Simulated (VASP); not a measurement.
The system is W.

```xyz
2
Lattice="2.8194 0.0000 0.0000 -1.4097 2.4417 0.0000 0.0000 0.0000 4.6041" Properties=species:S:1:pos:R:3 pbc="T T T"
W     0.0000    1.6278    1.1510
W     1.4097    0.8139    3.4531
```

| Quantity | Value |
| --- | --- |
| Program | VASP 6.6.1 |
| Task | relaxation of cell and atoms |
| Functional | PBE |
| Potentials or basis | VASP PAW PBE potentials, release 64 (W_sv) |
| Cutoff | 600 eV |
| k mesh | 13 × 13 × 7 |
| Occupations | fermi-dirac, width 0.1 eV |
| Spin | no spin polarisation |

At the start: pressure 11.5 GPa; volume 15.85 Å³/atom.

Question: Where does the relaxation end?

Answer: Over 10 steps the energy falls by 80.7 meV/atom and the volume is 16.56 Å³/atom (+4.5 %); space group P6_3/mmc (No. 194, to 0.05 Å).

Step by step:
| step | energy change (eV) | largest force (eV/Å) | pressure (GPa) | volume (Å³) |
| --- | --- | --- | --- | --- |
| 1 | 0.0000 | 0.0000 | 11.52 | 31.69 |
| 2 | 0.2205 | 0.0000 | -26.06 | 37.16 |
| 3 | -0.0810 | 0.0000 | -4.37 | 33.48 |
| 4 | -0.1476 | 0.0000 | -2.38 | 33.51 |
| 5 | -0.1572 | 0.0000 | -3.28 | 33.52 |
| 6 | -0.1360 | 0.0000 | 8.76 | 32.16 |
| 7 | -0.1614 | 0.0000 | -0.01 | 33.12 |
| 8 | -0.1614 | 0.0000 | 0.06 | 33.11 |
| 9 | -0.1614 | 0.0000 | 0.04 | 33.11 |
| 10 | -0.1614 | 0.0000 | 0.04 | 33.11 |

Final structure:
```
W
1.0
     2.77927    0.00000    0.00000
    -1.38963    2.40691    0.00000
     0.00000    0.00000    4.94989
W
2
Direct
  0.33333 0.66667 0.25000
  0.66667 0.33333 0.75000
```
